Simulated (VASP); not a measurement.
# Gd (Im-3m) in VASP: a series of runs, part 2 of 2

VASP 6.6.1. The steps go on from the part before.

## (4) Single point, PBE, collinear spin, ferromagnetic start (17.36 Å³/atom)

This run uses another cell than the first one, of 17.36 Å³/atom.

File INCAR:

```
SYSTEM = Gd
  ALGO = Normal
  EDIFF = 1E-6
  ENCUT = 520
  GGA = PE
  ISIF = 2
  ISMEAR = -1
  ISPIN = 2
  LASPH = .True.
  LCHARG = .False.
  LMAXMIX = 6
  LORBIT = 11
  LREAL = .False.
  LWAVE = .False.
  MAGMOM = 7
  NBANDS = 19
  NELM = 150
  PREC = Accurate
  SIGMA = 0.08
```

File KPOINTS:

```
k-points
0
Gamma
  15 15 15
  0 0 0
```

File POSCAR:

```
Gd
1.0
   -1.6310428729      1.6310428729      1.6310428729
    1.6310428729     -1.6310428729      1.6310428729
    1.6310428729      1.6310428729     -1.6310428729
Gd
1
Direct
    0.0000000000      0.0000000000      0.0000000000
```

Potentials or basis: VASP PAW PBE potentials, release 64 (Gd).

The run is started by

```bash
$ cat potpaw_PBE.64/Gd/POTCAR > POTCAR
$ mpirun -np 1 vasp_std > vasp.out
```

OUTCAR:

```text
SYSTEM = Gd
   EDIFF = 1E-6
   ENCUT = 520
   GGA = PE
   ISIF = 2
   ISMEAR = -1
   ISPIN = 2
   LASPH = .True.
   LORBIT = 11
   LREAL = .False.
   NELM = 150
   PREC = Accurate

 ion  position               nearest neighbor table
   1  0.000  0.000  0.000-

  LATTYP: Found a body centered cubic cell.
 ALAT       =     3.2620857458

  Lattice vectors:

 A1 = (  -1.6310428729,   1.6310428729,   1.6310428729)
 A2 = (   1.6310428729,  -1.6310428729,   1.6310428729)
 A3 = (   1.6310428729,   1.6310428729,  -1.6310428729)

Analysis of symmetry for initial positions (statically):
=====================================================================
 Subroutine PRICEL returns:
 Original cell was already a primitive cell.

 Routine SETGRP: Setting up the symmetry group for a
 body centered cubic supercell.

 Subroutine GETGRP returns: Found 48 space group operations
 (whereof 48 operations were pure point group operations)
 out of a pool of 48 trial point group operations.

The static configuration has the point symmetry O_h .

Analysis of symmetry for dynamics (positions and initial velocities):
[... 711 lines left out ...]

 k-point     1 :       0.0000    0.0000    0.0000
  band No.  band energies     occupation
      1     -35.2538      1.00000
      2     -10.9280      1.00000
      3     -10.9280      1.00000
      4     -10.9280      1.00000
      5       3.3393      1.00000
      6       7.4210      0.00014
[... 517 lines left out ...]
     18      23.1004      0.00000
     19      24.8887      0.00000

 [... further k-points ...]

------------------------ aborting loop because EDIFF is reached ----------------------------------------

  FORCE on cell =-STRESS in cart. coord.  units (eV):
  Direction    XX          YY          ZZ          XY          YZ          ZX
  --------------------------------------------------------------------------------------
  -------------------------------------------------------------------------------------
  Total        6.5759669      6.5759669      6.5759669      0.0000000      0.0000000     -0.0000000
  in kB      607.0354841    607.0354841    607.0354841      0.0000000      0.0000000     -0.0000000
  external PRESSURE =     607.0354841 kB  Pullay stress =       0.0000000 kB

 VOLUME and BASIS-vectors are now :
 -----------------------------------------------------------------------------
  energy-cutoff  :      520.00
  volume of cell :       17.36
      direct lattice vectors                 reciprocal lattice vectors
    -1.631042873  1.631042873  1.631042873     0.000000000  0.306552334  0.306552334
     1.631042873 -1.631042873  1.631042873     0.306552334  0.000000000  0.306552334
     1.631042873  1.631042873 -1.631042873     0.306552334  0.306552334  0.000000000

 POSITION                                       TOTAL-FORCE (eV/Angst)
 -----------------------------------------------------------------------------------
      0.00000      0.00000      0.00000        -0.000000      0.000000     -0.000000
 -----------------------------------------------------------------------------------
    total drift:                                0.000000      0.000000     -0.000000

  FREE ENERGIE OF THE ION-ELECTRON SYSTEM (eV)
  ---------------------------------------------------
  free  energy   TOTEN  =        -9.7200530638 eV

  energy  without entropy=       -9.6818938772  energy(sigma->0) =       -9.70097347

 total charge

# of ion       s       p       d       f       tot
--------------------------------------------------
    1        2.103   5.511   1.142   7.034  15.790

 magnetization (x)

# of ion       s       p       d       f       tot
--------------------------------------------------
    1        0.019  -0.037   0.236   6.664   6.883
```

OSZICAR:

```text
N       E                     dE             d eps       ncg     rms          rms(c)
DAV:   1     0.839295002689E+02    0.83930E+02   -0.61449E+03 11550   0.491E+03
DAV:   2     0.296518043000E+01   -0.80964E+02   -0.70126E+02 11225   0.353E+02
[... 15 lines left out ...]
DAV:  18    -0.972007520237E+01   -0.54067E-04   -0.46778E-04 17571   0.265E-01    0.373E-01
DAV:  19    -0.972004970349E+01    0.25499E-04   -0.27466E-04 13972   0.622E-01    0.146E-01
DAV:  20    -0.972005409829E+01   -0.43948E-05   -0.35575E-05 16007   0.159E-01    0.118E-01
DAV:  21    -0.972005934142E+01   -0.52431E-05   -0.88617E-05 11608   0.388E-01    0.658E-02
DAV:  22    -0.972005322235E+01    0.61191E-05   -0.16610E-05 12594   0.160E-01    0.148E-02
DAV:  23    -0.972005306381E+01    0.15854E-06   -0.71384E-07  7883   0.118E-02
   1 F= -.97200531E+01 E0= -.97009735E+01  d E =-.381592E-01  mag=     7.2735
```

stdout:

```text
POSCAR found type information on POSCAR Gd
 POSCAR found :  1 types and       1 ions
 scaLAPACK will be used
 LDA part: xc-table for (Slater+PW92), standard interpolation
 POSCAR, INCAR and KPOINTS ok, starting setup
 FFT: planning ... GRIDC
 FFT: planning ... GRID_SOFT
 FFT: planning ... GRID
 WAVECAR not read
 entering main loop
```

Run time: 3.8 min. Hardware: 1 thread of Oxide Virtual Turin-like, shared host; peak memory 0.18 GiB.

What came out:

```yaml
Free_energy: -9.7201 eV
Pressure: 60.7 GPa
Net_moment: 7.27 μB per cell
Site_moments: Gd +6.88 μB
Valence_electrons_inside_the_program's_atomic_spheres: Gd 15.79
```

Levels at points of the mesh, in eV from the Fermi level:
Spin up:
| k point | band 11 | band 12 | band 13 | band 14 | band 15 | band 16 |
| --- | --- | --- | --- | --- | --- | --- |
| (0.00, 0.00, 0.00) | -3.50 | -3.33 | 1.81 | 1.81 | 1.81 | 5.84 |
Spin down:
```csv
k point,band 1,band 2,band 3,band 4,band 5,band 6,band 7,band 8,band 9,band 10
"(0.00, 0.00, 0.00)",-41.97,-17.64,-17.64,-17.64,-3.37,0.71,0.71,0.71,1.88,1.88
```

Caveat: the cell stands under pressure; spin-orbit coupling is left out, which moves the levels of the heavy elements; semilocal functionals describe open f shells poorly, which spoils levels, moments and volumes. The state reached can hang on the start; a lower one may exist.

## (5) Single point, PBE, collinear spin, ferromagnetic start (17.36 Å³/atom)

This run uses another cell than the first one, of 17.36 Å³/atom.

File INCAR:

```
ALGO = Normal
EDIFF = 1E-7
ENCUT = 520
GGA = PE
ISIF = 2
ISMEAR = -1
ISPIN = 2
LASPH = True
LCHARG = False
LMAXMIX = 6
LORBIT = 11
LREAL = False
LWAVE = False
MAGMOM = 7
NBANDS = 19
NELM = 150
PREC = Accurate
SIGMA = 0.08
```

File KPOINTS:

```
k-points
0
Gamma
  15 15 15
```

POSCAR is that of step 4.

Potentials or basis: VASP PAW PBE potentials, release 64 (Gd).

The run is started by

```bash
$ cat potpaw_PBE.64/Gd/POTCAR > POTCAR
$ mpirun -np 1 vasp_std > vasp.out
```

OUTCAR:

```text
EDIFF = 1E-7
   ENCUT = 520
   GGA = PE
   ISIF = 2
   ISMEAR = -1
   ISPIN = 2
   LASPH = True
   LORBIT = 11
   LREAL = False
   NELM = 150
   PREC = Accurate

 ion  position               nearest neighbor table
   1  0.000  0.000  0.000-

  LATTYP: Found a body centered cubic cell.
 ALAT       =     3.2620857458

  Lattice vectors:

 A1 = (  -1.6310428729,   1.6310428729,   1.6310428729)
 A2 = (   1.6310428729,  -1.6310428729,   1.6310428729)
 A3 = (   1.6310428729,   1.6310428729,  -1.6310428729)

Analysis of symmetry for initial positions (statically):
=====================================================================
 Subroutine PRICEL returns:
 Original cell was already a primitive cell.

 Routine SETGRP: Setting up the symmetry group for a
 body centered cubic supercell.

 Subroutine GETGRP returns: Found 48 space group operations
 (whereof 48 operations were pure point group operations)
 out of a pool of 48 trial point group operations.

The static configuration has the point symmetry O_h .

Analysis of symmetry for dynamics (positions and initial velocities):
=====================================================================
 Subroutine PRICEL returns:
 Original cell was already a primitive cell.

 Routine SETGRP: Setting up the symmetry group for a
 body centered cubic supercell.

 Subroutine GETGRP returns: Found 48 space group operations
 (whereof 48 operations were pure point group operations)
 out of a pool of 48 trial point group operations.

The dynamic configuration has the point symmetry O_h .

Analysis of structural, dynamic, and magnetic symmetry:
=====================================================================
 Subroutine PRICEL returns:
 Original cell was already a primitive cell.

 Routine SETGRP: Setting up the symmetry group for a
 body centered cubic supercell.

 Subroutine GETGRP returns: Found 48 space group operations
 (whereof 48 operations were pure point group operations)
[... 131 lines left out ...]
 spin polarized calculation
  energy-cutoff  :      520.00
  volume of cell :       17.36
 maximum number of plane-waves:       478
 NGX is ok and might be reduce to    24
   NGX = 11   NGY = 11   NGZ = 11

 number of electron      17.9999999 magnetization       7.2733176

 Free energy of the ion-electron system (eV)
  ---------------------------------------------------
  ext. energy  EPLUGINS =         0.00000000
  ---------------------------------------------------
  free energy    TOTEN  =        -9.72005244 eV

  energy without entropy =       -9.68190606  energy(sigma->0) =       -9.70097925

 E-fermi :   6.7121     XC(G=0): -13.3032

 val. band max:        6.7049207690   @ k =   0.2667   0.2667   0.0000
 cond. band min:       6.7137865482   @ k =  -0.2667   0.2667   0.2000
 fundamental gap:      0.0088657792
 Fermi energy:         6.7120553965

 spin component 1

 k-point     1 :       0.0000    0.0000    0.0000
  band No.  band energies     occupation
      1     -38.2806      1.00000
      2     -13.4017      1.00000
      3     -13.4017      1.00000
      4     -13.4017      1.00000
      5       2.1050      1.00000
      6       2.5561      1.00000
[... 517 lines left out ...]
     18      21.6101      0.00000
     19      23.0998      0.00000

 [... further k-points ...]

 spin component 2

 k-point     1 :       0.0000    0.0000    0.0000
  band No.  band energies     occupation
      1     -35.2531      1.00000
      2     -10.9274      1.00000
      3     -10.9274      1.00000
      4     -10.9274      1.00000
      5       3.3394      1.00000
      6       7.4224      0.00014
[... 517 lines left out ...]
     18      23.1007      0.00000
     19      24.8889      0.00000

 [... further k-points ...]

------------------------ aborting loop because EDIFF is reached ----------------------------------------

  FORCE on cell =-STRESS in cart. coord.  units (eV):
  Direction    XX          YY          ZZ          XY          YZ          ZX
  --------------------------------------------------------------------------------------
  -------------------------------------------------------------------------------------
  Total        6.5591973      6.5591973      6.5591973      0.0000000      0.0000000     -0.0000000
  in kB      605.4874622    605.4874622    605.4874622      0.0000000      0.0000000     -0.0000000
  external PRESSURE =     605.4874622 kB  Pullay stress =       0.0000000 kB

 VOLUME and BASIS-vectors are now :
 -----------------------------------------------------------------------------
  energy-cutoff  :      520.00
  volume of cell :       17.36
      direct lattice vectors                 reciprocal lattice vectors
    -1.631042873  1.631042873  1.631042873     0.000000000  0.306552334  0.306552334
     1.631042873 -1.631042873  1.631042873     0.306552334  0.000000000  0.306552334
     1.631042873  1.631042873 -1.631042873     0.306552334  0.306552334  0.000000000

 POSITION                                       TOTAL-FORCE (eV/Angst)
 -----------------------------------------------------------------------------------
      0.00000      0.00000      0.00000        -0.000000     -0.000000      0.000000
 -----------------------------------------------------------------------------------
    total drift:                                0.000000      0.000000      0.000000

  FREE ENERGIE OF THE ION-ELECTRON SYSTEM (eV)
  ---------------------------------------------------
  free  energy   TOTEN  =        -9.7200524377 eV

  energy  without entropy=       -9.6819060611  energy(sigma->0) =       -9.70097925

 total charge

# of ion       s       p       d       f       tot
--------------------------------------------------
    1        2.103   5.511   1.142   7.034  15.789

 magnetization (x)

# of ion       s       p       d       f       tot
--------------------------------------------------
    1        0.019  -0.037   0.236   6.664   6.883
```

OSZICAR:

```text
N       E                     dE             d eps       ncg     rms          rms(c)
DAV:   1     0.839295002689E+02    0.83930E+02   -0.61449E+03 11550   0.491E+03
DAV:   2     0.296518043000E+01   -0.80964E+02   -0.70126E+02 11225   0.353E+02
[... 19 lines left out ...]
DAV:  22    -0.972005322236E+01    0.61191E-05   -0.16610E-05 12743   0.160E-01    0.148E-02
DAV:  23    -0.972005312453E+01    0.97826E-07   -0.13299E-06 15961   0.118E-02    0.319E-02
DAV:  24    -0.972005281679E+01    0.30775E-06   -0.22118E-07  8995   0.190E-02    0.336E-02
DAV:  25    -0.972005263157E+01    0.18521E-06   -0.16568E-07  7753   0.169E-02    0.221E-02
DAV:  26    -0.972005252952E+01    0.10206E-06   -0.54776E-08  6113   0.983E-03    0.149E-02
DAV:  27    -0.972005243774E+01    0.91779E-07   -0.61779E-08  5798   0.100E-02
   1 F= -.97200524E+01 E0= -.97009792E+01  d E =-.381464E-01  mag=     7.2732
```

Run time: 5.3 min. Hardware: 1 thread of Oxide Virtual Turin-like, shared host; peak memory 0.17 GiB.

Results:

| Property | Result |
| --- | --- |
| Free energy | -9.7201 eV |
| Pressure | 60.5 GPa |
| Net moment | 7.27 μB per cell |
| Site moments | Gd +6.88 μB |
| Valence electrons inside the program's atomic spheres | Gd 15.79 |

Levels at points of the mesh, in eV from the Fermi level:
Spin up:
| k point | band 10 | band 11 | band 12 | band 13 | band 14 | band 15 | band 16 | band 17 |
| --- | --- | --- | --- | --- | --- | --- | --- | --- |
| (0.00, 0.00, 0.00) | -3.50 | -3.50 | -3.33 | 1.81 | 1.81 | 1.81 | 5.84 | 5.84 |
Spin down:
```
           k point  band 2  band 3  band 4  band 5  band 6  band 7  band 8  band 9
(0.00, 0.00, 0.00)  -17.64  -17.64  -17.64   -3.37    0.71    0.71    0.71    1.88
```

Caveat: the cell stands under pressure; spin-orbit coupling is left out, which moves the levels of the heavy elements; semilocal functionals describe open f shells poorly, which spoils levels, moments and volumes. The state reached can hang on the start; a lower one may exist.
